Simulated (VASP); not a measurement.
# B4PdRu2 (P3m1) in VASP: a series of runs

Runs on B4PdRu2. Level: PBE. Tasks: single point, relaxation of cell and atoms.

Program: VASP 6.6.1. These are calculated values, not measurements. Logs are shortened: lines on timing, memory, paths and dates and some standing lists are left out, and cuts for length are marked.

**1. The cell of the first run**

The structure is trigonal, space group P3m1 (No. 156). The conventional cell has a = 2.898 Å, b = 2.898 Å, c = 9.577 Å, α = 90.00°, β = 90.00°, γ = 120.00°. Within 2.4 Å of B (site symmetry 3m) lie 3 B at 1.79 Å and 3 Ru at 2.28 Å. B (site symmetry 3m) has 3 B at 1.79 Å and 1 Ru at 2.18 Å and 3 Pd at 2.24 Å within 2.4 Å. Within 2.4 Å of B (site symmetry 3m) lie 3 B at 1.84 Å and 4 Ru at 2.14 to 2.21 Å. B (site symmetry 3m) has 3 B at 1.84 Å and 4 Ru at 2.09 to 2.21 Å within 2.4 Å. Ru (site symmetry 3m) has 8 B at 2.18 to 2.28 Å and 6 Ru at 2.90 Å within 2.9 Å. Ru (site symmetry 3m) has 4 B at 2.09 to 2.14 Å within 2.8 Å. Within 3.0 Å of Pd (site symmetry 3m) lie 6 B at 2.24 to 2.70 Å and 6 Pd at 2.90 Å and 3 Ru at 2.91 Å.

**2. Single point, PBE**

File INCAR:

```
PREC     = Accurate       # precision mode
ENCUT    = 520            # plane-wave cutoff, eV
EDIFF    = 1E-6           # SCF threshold, eV
ISMEAR   = 0              # smearing method
SIGMA    = 0.2            # smearing width, eV
LREAL    = False          # projectors in reciprocal space
LASPH    = True           # aspherical terms in the spheres
NELM     = 80             # most SCF steps
ALGO     = Normal         # electronic algorithm
ISIF     = 2              # what is computed and relaxed
LWAVE    = False          # write WAVECAR
LCHARG   = True           # write CHGCAR
GGA      = PE             # functional
LELF     = True           # ELF
LVHAR    = True         
NBANDS   = 34             # bands
```

File KPOINTS:

```
regular mesh
0
Gamma
  6 6 2
```

File POSCAR:

```
B4PdRu2
1.0
    2.8977863281      0.0000000000      0.0000000000
   -1.4488931640      2.5095565749      0.0000000000
    0.0000000000      0.0000000000      9.5766923123
B Ru Pd
4 2 1
Direct
    0.3333333333      0.6666666667      0.5444200463
    0.6666666667      0.3333333333      0.6105624258
    0.6666666667      0.3333333333      0.1526869473
    0.3333333333      0.6666666667      0.2324180309
    0.6666666667      0.3333333333      0.3832848486
    0.3333333333      0.6666666667      0.0140982859
    0.0000000000      0.0000000000      0.7655294152
```

Potentials or basis: VASP PAW PBE potentials, release 64 (B, Ru_pv, Pd).

Started as:

```bash
> cat potpaw_PBE.64/B/POTCAR potpaw_PBE.64/Ru_pv/POTCAR potpaw_PBE.64/Pd/POTCAR > POTCAR
> mpirun -np 1 vasp_std > vasp.out
```

OUTCAR:

```text
PREC = Accurate
   ENCUT = 520
   EDIFF = 1E-6
   ISMEAR = 0
   LREAL = False
   LASPH = True
   NELM = 80
   ISIF = 2
   GGA = PE

 ion  position               nearest neighbor table
   1  0.333  0.667  0.544-   2 1.79   2 1.79   2 1.79   5 2.28   5 2.28   5 2.28   7 2.70   7 2.70
                             7 2.70
   2  0.667  0.333  0.611-   1 1.79   1 1.79   1 1.79   5 2.18   7 2.24   7 2.24   7 2.24
   3  0.667  0.333  0.153-   4 1.84   4 1.84   4 1.84   6 2.14   6 2.14   6 2.14   5 2.21
   4  0.333  0.667  0.232-   3 1.84   3 1.84   3 1.84   6 2.09   5 2.21   5 2.21   5 2.21
   5  0.667  0.333  0.383-   2 2.18   3 2.21   4 2.21   4 2.21   4 2.21   1 2.28   1 2.28   1 2.28

   6  0.333  0.667  0.014-   4 2.09   3 2.14   3 2.14   3 2.14   7 2.91   7 2.91   7 2.91
   7  0.000  0.000  0.766-   2 2.24   2 2.24   2 2.24   1 2.70   1 2.70   1 2.70   6 2.91   6 2.91
                             6 2.91

  LATTYP: Found a hexagonal cell.
 ALAT       =     2.8977863281
 C/A-ratio  =     3.3048303871

  Lattice vectors:

 A1 = (   2.8977863281,   0.0000000000,   0.0000000000)
 A2 = (  -1.4488931640,   2.5095565749,   0.0000000000)
 A3 = (   0.0000000000,   0.0000000000,   9.5766923123)

Analysis of symmetry for initial positions (statically):
=====================================================================
 Subroutine PRICEL returns:
 Original cell was already a primitive cell.

 Routine SETGRP: Setting up the symmetry group for a
 hexagonal supercell.

 Subroutine GETGRP returns: Found  6 space group operations
 (whereof  6 operations were pure point group operations)
 out of a pool of 24 trial point group operations.

The static configuration has the point symmetry C_3v.

Analysis of symmetry for dynamics (positions and initial velocities):
=====================================================================
 Subroutine PRICEL returns:
 Original cell was already a primitive cell.

 Routine SETGRP: Setting up the symmetry group for a
 hexagonal supercell.

 Subroutine GETGRP returns: Found  6 space group operations
 (whereof  6 operations were pure point group operations)
 out of a pool of 24 trial point group operations.

The dynamic configuration has the point symmetry C_3v.

 Subroutine INISYM returns: Found  6 space group operations
 (whereof  6 operations are pure point group operations),
 and found     1 'primitive' translations

----------------------------------------------------------------------------------------

                                     Primitive cell

  volume of cell :      69.6432

  direct lattice vectors                    reciprocal lattice vectors
     2.897786328  0.000000000  0.000000000     0.345091006  0.199238385  0.000000000
    -1.448893164  2.509556575  0.000000000     0.000000000  0.398476771  0.000000000
     0.000000000  0.000000000  9.576692312     0.000000000  0.000000000  0.104420187

  length of vectors
     2.897786328  2.897786328  9.576692312     0.398476771  0.398476771  0.104420187

  position of ions in fractional coordinates (direct lattice)
     0.333333333  0.666666667  0.544420046
     0.666666667  0.333333333  0.610562426
     0.666666667  0.333333333  0.152686947
     0.333333333  0.666666667  0.232418031
     0.666666667  0.333333333  0.383284849
     0.333333333  0.666666667  0.014098286
     0.000000000  0.000000000  0.765529415

  ion indices of the primitive-cell ions
   primitive index   ion index
                 1           1
                 2           2
                 3           3
                 4           4
                 5           5
                 6           6
                 7           7

----------------------------------------------------------------------------------------

 KPOINTS: regular mesh

Automatic generation of k-mesh.
 Grid dimensions read from file:
 generate k-points for:    6    6    2

 Generating k-lattice:

  Cartesian coordinates                     Fractional coordinates (reciprocal lattice)
     0.057515168  0.033206398  0.000000000     0.166666667  0.000000000  0.000000000
     0.000000000  0.066412795  0.000000000     0.000000000  0.166666667  0.000000000
     0.000000000  0.000000000  0.052210093     0.000000000  0.000000000  0.500000000

  Length of vectors
     0.066412795  0.066412795  0.052210093

  Shift w.r.t. Gamma in fractional coordinates (k-lattice)
     0.000000000  0.000000000  0.000000000

 Subroutine IBZKPT returns following result:
 ===========================================

 Found     14 irreducible k-points:

 Following reciprocal coordinates:
            Coordinates               Weight
  0.000000  0.000000  0.000000      1.000000
  0.166667  0.000000  0.000000      6.000000
  0.333333 -0.000000  0.000000      6.000000
  0.500000  0.000000  0.000000      3.000000
  0.166667  0.166667  0.000000      6.000000
  0.333333  0.166667  0.000000     12.000000
  0.333333  0.333333  0.000000      2.000000
[... 28 lines left out ...]
   NSW    =      0    number of steps for IOM
   IBRION =     -1    ionic relax: 0-MD 1-quasi-New 2-CG
   NFREE  =      0    steps in history (QN), initial steepest desc. (CG)
   ISIF   =      2    stress and relaxation
   ISYM   =      2    0-nonsym 1-usesym 2-fastsym
   POTIM  = 0.5000    time-step for ionic-motion
   TEBEG  =    0.0;   TEEND  =   0.0 temperature during run
   PSTRESS=    0.0 pullay stress
   NELECT =      50.0000    total number of electrons
   NUPDOWN=      -1.0000    fix difference up-down
   EMIN   =  10.00;   EMAX   =-10.00  energy-range for DOS
   EFERMI =   0.00;   METHOD = LEGACY
   ISMEAR =     0;   SIGMA  =   0.20  broadening in eV -4-tet -1-fermi 0-gaus
   EFERMI_NEDOS =   21; number of points for ismear=-14 and -15
   IALGO  =     38    algorithm
   IMIX   =      4    mixing-type and parameters
     AMIX     =   0.40;   BMIX     =  1.00
     AMIX_MAG =   1.60;   BMIX_MAG =  1.00
  volume/ion in A,a.u.               =       9.95        67.14
  Fermi-wavevector in a.u.,A,eV,Ry     =   1.465903  2.770155 29.237169  2.148871
  Thomas-Fermi vector in A             =   2.581704
   LORBIT       =      0    0 simple, 1 ext, 2 COOP (PROOUT), +10 PAW based schemes
   GGA     = PE    functional components
   LHFCALC =     F    Hartree Fock is set to
   AEXX    =    0.0000 exact exchange contribution
   IVDW    =     0    specifies the selected vdW correction
   LEPSILON=     F    determine dielectric tensor
   LRPA    =     F    only Hartree local field effects (RPA)
 non-spin polarized calculation
 Gauss-broadening in eV      SIGMA  =   0.20
  energy-cutoff  :      520.00
  volume of cell :       69.64
 maximum number of plane-waves:      1919
 NGX is ok and might be reduce to    24
   NGX = 11   NGY = 11   NGZ = 35

 number of electron      50.0000001 magnetization

 Free energy of the ion-electron system (eV)
  ---------------------------------------------------
  ext. energy  EPLUGINS =         0.00000000
  ---------------------------------------------------
  free energy    TOTEN  =       -51.26638643 eV

  energy without entropy =      -51.20906383  energy(sigma->0) =      -51.23772513

 E-fermi :  10.0094     XC(G=0): -13.0697

 val. band max:       10.0060551661   @ k =   0.1667   0.1667   0.5000
 cond. band min:      10.0099929098   @ k =   0.5000   0.0000   0.0000
 fundamental gap:      0.0039377437
 Fermi energy:        10.0094107895

 k-point     1 :       0.0000    0.0000    0.0000
  band No.  band energies     occupation
      1     -33.8136      2.00000
      2     -33.2087      2.00000
      3     -33.2087      2.00000
      4     -33.0228      2.00000
      5     -32.5766      2.00000
      6     -32.5766      2.00000
[... 26 lines left out ...]
     33      17.2022      0.00000
     34      17.2022      0.00000

 k-point     2 :       0.1667    0.0000    0.0000
  band No.  band energies     occupation
      1     -33.7984      2.00000
      2     -33.3082      2.00000
      3     -33.2324      2.00000
      4     -33.0087      2.00000
      5     -32.6747      2.00000
      6     -32.6001      2.00000
[... 26 lines left out ...]
     33      17.0836      0.00000
     34      18.0314      0.00000
[... 405 lines left out ...]
     33      17.4522      0.00000
     34      18.3146      0.00000

 k-point    14 :       0.3333    0.3333    0.5000
  band No.  band energies     occupation
      1     -33.7449      2.00000
      2     -33.4910      2.00000
      3     -33.4745      2.00000
      4     -32.9586      2.00000
      5     -32.8537      2.00000
      6     -32.8415      2.00000
[... 26 lines left out ...]
     33      16.2786      0.00000
     34      17.0269      0.00000

------------------------ aborting loop because EDIFF is reached ----------------------------------------

  FORCE on cell =-STRESS in cart. coord.  units (eV):
  Direction    XX          YY          ZZ          XY          YZ          ZX
  --------------------------------------------------------------------------------------
  -------------------------------------------------------------------------------------
  Total       -0.0377723     -0.0377723      0.0764456     -0.0000000     -0.0000000     -0.0000000
  in kB       -0.8689715     -0.8689715      1.7586696     -0.0000000     -0.0000000     -0.0000000
  external PRESSURE =       0.0069089 kB  Pullay stress =       0.0000000 kB

 VOLUME and BASIS-vectors are now :
 -----------------------------------------------------------------------------
  energy-cutoff  :      520.00
  volume of cell :       69.64
      direct lattice vectors                 reciprocal lattice vectors
     2.897786328  0.000000000  0.000000000     0.345091006  0.199238385  0.000000000
    -1.448893164  2.509556575  0.000000000     0.000000000  0.398476771  0.000000000
     0.000000000  0.000000000  9.576692312     0.000000000  0.000000000  0.104420187

 POSITION                                       TOTAL-FORCE (eV/Angst)
 -----------------------------------------------------------------------------------
     -0.00000      1.67304      5.21374        -0.000000      0.000000     -0.001620
      1.44889      0.83652      5.84717         0.000000     -0.000000     -0.040800
      1.44889      0.83652      1.46224        -0.000000     -0.000000     -0.003635
     -0.00000      1.67304      2.22580        -0.000000     -0.000000      0.020487
      1.44889      0.83652      3.67060         0.000000     -0.000000      0.036458
     -0.00000      1.67304      0.13501        -0.000000      0.000000     -0.048872
      0.00000      0.00000      7.33124         0.000000     -0.000000      0.037983
 -----------------------------------------------------------------------------------
    total drift:                                0.000000     -0.000000     -0.000115

  FREE ENERGIE OF THE ION-ELECTRON SYSTEM (eV)
  ---------------------------------------------------
  free  energy   TOTEN  =       -51.2663864302 eV

  energy  without entropy=      -51.2090638276  energy(sigma->0) =      -51.23772513
```

Run time: 21 s. Hardware: 1 thread of Intel Xeon 6975P-C, shared host; peak memory 0.21 GiB.

Results:

| Item | Value |
| --- | --- |
| Free energy | -51.2664 eV |
| Pressure | 0.0 GPa |
| Largest force | 0.049 eV/Å |
| Band gap on the k mesh | zero (band 25 reaches 10.60 eV, above the bottom of band 26 at 8.91 eV) |

Forces in eV/Å, atoms in the order of the input:
```
B    0.000  0.000 -0.002
B    0.000  0.000 -0.041
B    0.000  0.000 -0.004
B    0.000  0.000  0.020
Ru   0.000  0.000  0.036
Ru   0.000  0.000 -0.049
Pd   0.000  0.000  0.038
```

Caveat: the k points lie up to 0.42 Å⁻¹ apart.

**3. Single point, PBE**

File INCAR:

```
PREC = Accurate ; ENCUT = 520
EDIFF = 1E-7 ; ISMEAR = 0
SIGMA = 0.2 ; LREAL = F
LASPH = T ; NELM = 100
ALGO = Normal ; ISIF = 2
LWAVE = F ; LCHARG = F
GGA = PE ; NBANDS = 34
```

File KPOINTS:

```
regular mesh
0
Gamma
  12 12 2
```

File POSCAR:

```
B4PdRu2
1.0
    2.8940849810      0.0000000000      0.0000000000
   -1.4470424905      2.5063511142      0.0000000000
    0.0000000000      0.0000000000      9.6098148195
B Ru Pd
4 2 1
Direct
    0.3333333333      0.6666666667      0.5423294079
    0.6666666667      0.3333333333      0.6106118679
    0.6666666667      0.3333333333      0.1531910176
    0.3333333333      0.6666666667      0.2331241321
    0.6666666667      0.3333333333      0.3833447863
    0.3333333333      0.6666666667      0.0150945250
    0.0000000000      0.0000000000      0.7653042633
```

Potentials or basis: VASP PAW PBE potentials, release 64 (B, Ru_pv, Pd).

Started as:

```bash
> cat potpaw_PBE.64/B/POTCAR potpaw_PBE.64/Ru_pv/POTCAR potpaw_PBE.64/Pd/POTCAR > POTCAR
> mpirun -np 1 vasp_std > vasp.out
```

It took 58 s on 1 thread of Intel Xeon 6975P-C, shared host; peak memory 0.25 GiB.

Results (log left out):

- Free energy: -51.2492 eV
- Pressure: 0.0 GPa
- Largest force: 0.126 eV/Å
- Band gap on the k mesh: zero (band 25 reaches 10.69 eV, above the bottom of band 26 at 8.88 eV)

Forces in eV/Å, atoms in the order of the input:
```
B    0.000  0.000  0.066
B    0.000  0.000 -0.051
B    0.000  0.000  0.083
B    0.000  0.000  0.004
Ru   0.000  0.000  0.001
Ru   0.000  0.000 -0.126
Pd   0.000  0.000  0.023
```

Stress tensor (GPa, compression positive):
```
 0.09  0.00  0.00
 0.00  0.09  0.00
 0.00  0.00 -0.29
```

Levels at points of the mesh, in eV from the Fermi level:
```
           k point  band 21  band 22  band 23  band 24  band 25  band 26  band 27  band 28  band 29  band 30
(0.00, 0.00, 0.00)    -2.34    -2.28    -2.10    -2.10    -1.11    -1.11     2.14     2.14     3.58     3.58
(0.50, 0.00, 0.00)    -1.98    -1.11    -0.44     0.00     0.41     0.70     0.84     1.28     2.03     2.79
(0.00, 0.00, 0.50)    -2.45    -2.01    -2.01    -1.88    -1.03    -1.03     2.03     2.03     3.62     3.62
(0.50, 0.00, 0.50)    -1.43    -1.11    -0.75    -0.02     0.40     0.66     0.84     1.63     2.09     2.33
```

**4. Relaxation of cell and atoms, PBE**

This run uses another cell than the first one, of 10.09 Å³/atom, 1.014 times its volume.

File INCAR:

```
SYSTEM = B4PdRu2
PREC = Accurate ; ENCUT = 600
EDIFF = 1E-6 ; ISMEAR = 0
SIGMA = 0.2 ; LREAL = .FALSE.
LASPH = .TRUE. ; NELM = 60
ALGO = Normal ; ISIF = 3
LWAVE = .FALSE. ; LCHARG = .FALSE.
GGA = PE ; IBRION = 2
NSW = 36 ; EDIFFG = -0.08
```

File KPOINTS:

```
Automatic mesh
0
G
  6 6 2
  0 0 0
```

File POSCAR:

```
B4PdRu2
1.0
    2.9000000000      0.0000000000      0.0000000000
   -1.4500000000      2.5114736700      0.0000000000
    0.0000000000      0.0000000000      9.7000000000
B Ru Pd
4 2 1
Direct
    0.3333333300      0.6666666700      0.5410000000
    0.6666666700      0.3333333300      0.6150000000
    0.6666666700      0.3333333300      0.1560000000
    0.3333333300      0.6666666700      0.2300000000
    0.6666666700      0.3333333300      0.3860000000
    0.3333333300      0.6666666700      0.0000000000
    0.0000000000      0.0000000000      0.7750000000
```

Started as:

```bash
> cat potpaw_PBE.64/B/POTCAR potpaw_PBE.64/Ru_pv/POTCAR potpaw_PBE.64/Pd/POTCAR > POTCAR
> mpirun -np 1 vasp_std > vasp.out
```

It took 4 min on 1 thread of Intel Xeon 6975P-C, shared host; peak memory 0.23 GiB.

The run converged. Its results:

```
Free energy                            : -51.2699 eV
Relaxed volume                         : 9.92 Å³/atom
Relaxed cell                           : a = 2.895 Å, b = 2.895 Å, c = 9.567 Å, α = 90.00°, β = 90.00°, γ = 120.00°
Space group after relaxing (to 0.05 Å) : P3m1 (No. 156)
Energy gained by relaxing              : 52.4 meV/atom
Ionic steps                            : 8
Pressure after relaxing                : 0.8 GPa
Largest force after relaxing           : 0.056 eV/Å
Band gap on the k mesh                 : zero (band 25 reaches 10.65 eV, above the bottom of band 26 at 8.95 eV)
```

Forces on the atoms (eV/Å):
```
B    0.000  0.000  0.017
B    0.000  0.000  0.040
B    0.000  0.000  0.047
B    0.000  0.000 -0.019
Ru   0.000  0.000 -0.015
Ru   0.000  0.000 -0.056
Pd   0.000  0.000 -0.015
```

Stress tensor (GPa, compression positive):
```
0.58 0.00 0.00
0.00 0.58 0.00
0.00 0.00 1.09
```

Step by step:
```csv
step,energy change (eV),largest force (eV/Å),pressure (GPa),volume (Å³)
1,0.0000,3.3350,-7.36,70.65
2,-0.0825,2.4723,17.94,66.00
3,-0.2980,0.7589,4.90,67.99
4,-0.3496,0.4052,-1.83,70.13
5,-0.3542,0.3879,-0.45,69.63
6,-0.3644,0.1816,-0.34,69.60
7,-0.3656,0.1408,-0.27,69.59
8,-0.3668,0.0562,0.75,69.42
```

Final structure:
```yaml
crystal:
  lattice:
    - [2.89459, 0.00000, 0.00000]
    - [-1.44729, 2.50679, 0.00000]
    - [0.00000, 0.00000, 9.56669]
  atoms:
    - { symbol: B, position: [0.33333, 0.66667, 0.54427] }
    - { symbol: B, position: [0.66667, 0.33333, 0.61027] }
    - { symbol: B, position: [0.66667, 0.33333, 0.15241] }
    - { symbol: B, position: [0.33333, 0.66667, 0.23261] }
    - { symbol: Ru, position: [0.66667, 0.33333, 0.38340] }
    - { symbol: Ru, position: [0.33333, 0.66667, 0.01396] }
    - { symbol: Pd, position: [0.00000, 0.00000, 0.76607] }
```

Levels at points of the mesh, in eV from the Fermi level:
```tsv
k point	band 22	band 23	band 24	band 25	band 26	band 27	band 28	band 29
(0.00, 0.00, 0.00)	-2.29	-2.10	-2.10	-1.11	-1.11	2.05	2.05	3.59
(0.50, 0.00, 0.00)	-1.17	-0.49	0.00	0.38	0.70	0.87	1.29	2.05
(0.00, 0.00, 0.50)	-2.02	-2.02	-1.87	-1.02	-1.02	1.94	1.94	3.62
(0.50, 0.00, 0.50)	-1.17	-0.77	-0.03	0.41	0.62	0.86	1.63	2.12
```

Caveat: the k points lie up to 0.42 Å⁻¹ apart in the final cell; the relaxation stopped at a loose force limit of 0.08 eV/Å, so its end isn't a converged minimum.

**5. Overview**

```csv
task,cell,k mesh,cutoff (eV),gap on the mesh (eV),pressure (GPa),largest force (eV/Å)
single point,"a = 2.898, b = 2.898, c = 9.577 Å, angles 90.0, 90.0, 120.0°, 7 atoms",6 × 6 × 2,520,none,0.0,0.05
single point,"a = 2.894, b = 2.894, c = 9.610 Å, angles 90.0, 90.0, 120.0°, 7 atoms",12 × 12 × 2,520,none,0.0,0.13
relaxation of cell and atoms,"relaxed from a = 2.900, b = 2.900, c = 9.700 Å, angles 90.0, 90.0, 120.0°, 7 atoms",6 × 6 × 2,600,none,0.8,0.06
```

Alike in all rows: level PBE; potentials or basis VASP PAW PBE potentials, release 64 (B, Ru_pv, Pd); no spin polarisation; smearing gaussian 0.2 eV.

Caveats: some runs use coarse meshes; the relaxation stopped at a loose force limit of 0.08 eV/Å, so its end isn't a converged minimum (some runs).

Total energies depend on the potentials used, so only differences within one code and one set of settings carry meaning.
